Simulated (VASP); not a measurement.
# H6C2O: single point with PBE

The system is H6C2O.

```
C O H
1.0
     7.29363    0.00000    0.00000
     0.00000    7.29363    0.00000
     0.00000    0.00000    7.29363
C O H
8 4 24
Direct
  0.83496 0.73829 0.56525
  0.88745 0.92592 0.49982
  0.43091 0.76032 0.01733
  0.26642 0.86573 0.09552
  0.39097 0.39489 0.40970
  0.26271 0.42708 0.58092
  0.70865 0.21177 0.85022
  0.79164 0.33843 0.00108
  0.84544 0.93509 0.29853
  0.10238 0.79557 0.01466
  0.11457 0.29745 0.61477
  0.92397 0.25059 0.10632
  0.90213 0.05016 0.24972
  0.82667 0.04242 0.55535
  0.03866 0.93254 0.48980
  0.83070 0.72595 0.71845
  0.69060 0.72345 0.52629
  0.91166 0.62689 0.50155
  0.00097 0.82502 0.09791
  0.25410 0.85299 0.25182
  0.27050 0.01553 0.08963
  0.53323 0.75285 0.13494
  0.39207 0.61998 0.96013
  0.48518 0.83595 0.89904
  0.16787 0.17740 0.59474
  0.35157 0.45895 0.69429
  0.19008 0.56330 0.55114
  0.47498 0.51371 0.39160
  0.48581 0.27828 0.42438
  0.30643 0.38475 0.29069
  0.01541 0.32483 0.16703
  0.86061 0.45797 0.94115
  0.66939 0.36988 0.08618
  0.73293 0.25311 0.70256
  0.77387 0.07160 0.84856
  0.57258 0.17098 0.85743
```

```json
{
 "Program": "VASP 6.6.1",
 "Task": "single point",
 "Functional": "PBE",
 "Potentials or basis": "VASP PAW PBE potentials, release 64 (C, O, H)",
 "Cutoff": "520 eV",
 "k mesh": "1 × 1 × 1",
 "Occupations": "fermi-dirac, width 0.05 eV",
 "Spin": "no spin polarisation",
 "Dipole correction": "no",
 "Further INCAR settings": "LREAL = Auto; ALGO = Normal; EDIFF = 1e-06; NBANDS = 64"
}
```

The pressure is -0.2 GPa, the largest force is 4.298 eV/Å and the band gap on the k mesh is 4.35 eV.

Forces on the atoms (eV/Å):
```
C   -1.418  0.360  0.991
C    2.156 -1.736 -3.288
C    0.106 -0.030  0.663
C   -0.739 -0.891  1.495
C   -0.884 -0.689  1.732
C   -0.616  1.597 -1.943
C    3.232 -0.892 -1.524
C   -1.549  0.291 -0.993
O    0.017  0.045  0.273
O   -0.214 -0.003 -0.128
O    1.223  0.615 -0.327
O    1.075 -2.092  0.914
H   -0.685 -0.284  0.100
H   -0.725  1.229  1.315
H    0.031  0.397  0.988
H    0.497  0.042 -0.664
H   -0.273 -0.311 -0.147
H    0.204  0.024  0.043
H   -0.096  0.095  0.058
H    0.321 -0.560 -0.836
H    0.405  0.421 -0.854
H   -0.323 -0.160 -1.345
H    0.141  1.060  0.926
H    0.366  0.000  0.117
H   -0.065 -0.376  0.152
H    0.189 -0.419  1.107
H    0.456 -1.097  0.330
H    0.529  0.876  0.001
H   -0.302 -0.135 -0.052
H   -0.410 -0.364 -1.024
H   -0.259  0.700 -0.281
H   -0.582  0.330 -0.144
H    0.448  0.648  0.099
H   -0.043  0.357  1.124
H    0.214  0.788  0.439
H   -2.423  0.164  0.685
```

Stress tensor (GPa, compression positive):
```
 0.71 -0.25  0.64
-0.25  0.29 -0.40
 0.64 -0.40 -1.61
```

Levels at points of the mesh, in eV from the valence-band top:
```tsv
k point	band 38	band 39	band 40	band 41	band 42	band 43
(0.00, 0.00, 0.00)	-0.71	-0.25	0.00	4.35	5.60	5.96
```

It took 46 s on 1 thread of Intel(R) Xeon(R) 6975P-C (Granite Rapids) (shared host), peak memory 0.34 GiB.

Caveat: the k points lie up to 0.86 Å⁻¹ apart.
